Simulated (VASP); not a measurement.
Write the native input for VASP 6.6.1 that does the following.

* Task: relaxation of shape and atoms at fixed volume
* Functional: PBE
* Potentials or basis: VASP PAW PBE potentials, release 64 (Ni, Si)
* Cutoff: 600 eV
* k mesh: 11 × 11 × 6
* Occupations: fermi-dirac, width 0.1 eV
* Spin: no spin polarisation
* Dipole correction: no
* Further INCAR settings: ALGO = Normal; EDIFF = 1e-07; IBRION = 2; EDIFFG = -0.005; NSW = 50; ISIF = 4

The structure of SiNi (NiAs type) lies in POSCAR:

```
SiNi
1.0
    3.0253261736      0.0000000000      0.0000000000
   -1.5126630868      2.6200093211      0.0000000000
    0.0000000000      0.0000000000      4.1564531166
Ni Si
2 2
Direct
    0.0000000000      0.0000000000      0.0000000000
    0.0000000000      0.0000000000      0.5000000000
    0.3333333333      0.6666666667      0.2500000000
    0.6666666667      0.3333333333      0.7500000000
```

One way to write it, as run:

INCAR

```
PREC     = Accurate       # precision mode
ENCUT    = 600            # plane-wave cutoff, eV
EDIFF    = 1E-7           # SCF threshold, eV
ISMEAR   = -1             # smearing method
SIGMA    = 0.1            # smearing width, eV
LREAL    = F              # projectors in reciprocal space
LASPH    = T              # aspherical terms in the spheres
NELM     = 120            # most SCF steps
ALGO     = Normal         # electronic algorithm
ISIF     = 4              # what is computed and relaxed
LWAVE    = F              # write WAVECAR
LCHARG   = F              # write CHGCAR
GGA      = PE             # functional
IBRION   = 2              # ionic algorithm
NSW      = 50             # ionic steps
EDIFFG   = -0.005         # ionic threshold
GGA_COMPAT= F            
NELMIN   = 4
```

KPOINTS

```
Automatic mesh
0
Gamma
  11 11 6
```

Potentials or basis: VASP PAW PBE potentials, release 64 (Ni, Si).

Run with:

```sh
$ cat potpaw_PBE.64/Ni/POTCAR potpaw_PBE.64/Si/POTCAR > POTCAR
$ mpirun -np 1 vasp_std > vasp.out
```

Results of the run:

```json
{
 "Energy gained by relaxing": "17.7 meV/atom",
 "Ionic steps": "3",
 "Pressure after relaxing": "194.7 GPa",
 "Band gap on the k mesh": "zero (bands 14 and 15 overlap by 7.55 eV)"
}
```

It took 110 s on 1 thread of Intel Xeon 8259CL (shared host), peak memory 0.19 GiB.
